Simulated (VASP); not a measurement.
A run of VASP 6.6.1:

File INCAR:

```
SYSTEM = Li16H
ALGO = Normal ; EDIFF = 1E-7
ENCUT = 520 ; ISIF = 2
ISMEAR = -1 ; LASPH = .True.
LCHARG = .True. ; LELF = .True.
LREAL = Auto ; LVHAR = .True.
LWAVE = .False. ; NBANDS = 38
NELM = 60 ; PREC = Accurate
SIGMA = 0.15
```

KPOINTS

```
k-points
0
Gamma
  3 3 3
  0 0 0
```

POSCAR

```
Li16H
1.0
    6.9800000000      0.0000000000      0.0000000000
    0.0000000000      6.9800000000      0.0000000000
    0.0000000000      0.0000000000      6.9800000000
Li H
16 1
Direct
    0.0506733524      0.0399283668      0.0155873926
    0.6217335244      0.0446561605      0.1836389685
    0.0633667622      0.5274785100     -0.0034527221
    0.0675358166      0.0230945559      0.5584527221
    0.2221489971      0.2707449857      0.2251862464
    0.5118194842      0.4983810888      0.0394126074
    0.5312464183     -0.0478223496      0.5057020057
    0.7977793696      0.3141977077      0.2352865330
   -0.0282234957      0.3645845272      0.4720343840
    0.2360888252      0.7627507163      0.1975071633
    0.3825358166      0.2046418338      0.8555444126
    0.4924212034      0.4191977077      0.4929942693
    0.7575358166      0.6564469914      0.3265186246
    0.7776074499      0.2972063037      0.7729369628
    0.2164326648      0.6831661891      0.7272636103
    0.7109312321      0.7638538682      0.7512320917
    0.7090544413     -0.1011604585      0.3515616046
```

Potentials or basis: VASP PAW LDA potentials, release 64 (Li_sv, H).

The run is started by

```bash
$ cat potpaw_LDA.64/Li_sv/POTCAR potpaw_LDA.64/H/POTCAR > POTCAR
$ mpirun -np 1 vasp_std > vasp.out
```

Hardware: 1 thread of Oxide Virtual Turin-like Processor, with other jobs on the host.

Task: How long does it take, and how much memory?

Result: Run time: 5.8 min on 1 thread of Oxide Virtual Turin-like Processor, with other jobs on the host, peak memory 0.31 GiB. Counts: scf iterations 15, k points 14.
